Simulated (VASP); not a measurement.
A run of VASP 6.6.1:

Contents of INCAR:

```
SYSTEM = Hf3CN3
PREC = Accurate
ENCUT = 520
EDIFF = 1E-6
ISMEAR = 0
SIGMA = 0.1
LREAL = .False.
LASPH = .True.
NELM = 80
ALGO = Normal
ISIF = 2
LWAVE = .False.
LCHARG = .True.
LDIPOL = .True.
IDIPOL = 3
DIPOL = 0.5 0.5 0.491
GGA = PS
LELF = .True.
LVHAR = .True.
LVACPOTAV = .True.
NBANDS = 34
```

File KPOINTS:

```
regular mesh
0
Gamma
  9 9 1
  0 0 0
```

File POSCAR:

```
Hf3CN3
1.0
    3.1830776028      0.0000000000      0.0000000000
   -1.5915388014      2.7566260662      0.0000000000
    0.0000000000      0.0000000000     25.4974299488
N Hf C
3 3 1
Direct
    0.3333333333      0.6666666667      0.3333669321
    0.0000000000      0.0000000000      0.4352976751
    0.6666666667      0.3333333333      0.5371532440
    0.6666666667      0.3333333333      0.3843323037
    0.3333333333      0.6666666667      0.4877116680
    0.0000000000      0.0000000000      0.5881513427
    0.0000000000      0.0000000000      0.6710285394
```

Potentials or basis: VASP PAW PBE potentials, release 64 (N, Hf_pv, C).

Command:

```sh
$ cat potpaw_PBE.64/N/POTCAR potpaw_PBE.64/Hf_pv/POTCAR potpaw_PBE.64/C/POTCAR > POTCAR
$ mpirun -np 1 vasp_std > vasp.out
```

Hardware: 1 thread of AMD EPYC 7R13 Processor (Zen 3), on a shared host.

Task: Estimate the wall time of this run.

Result: Wall time 5.8 min on 1 thread of AMD EPYC 7R13 Processor (Zen 3), with other jobs on the host, peak memory 0.34 GiB. Counts: scf iterations 52, k points 12.
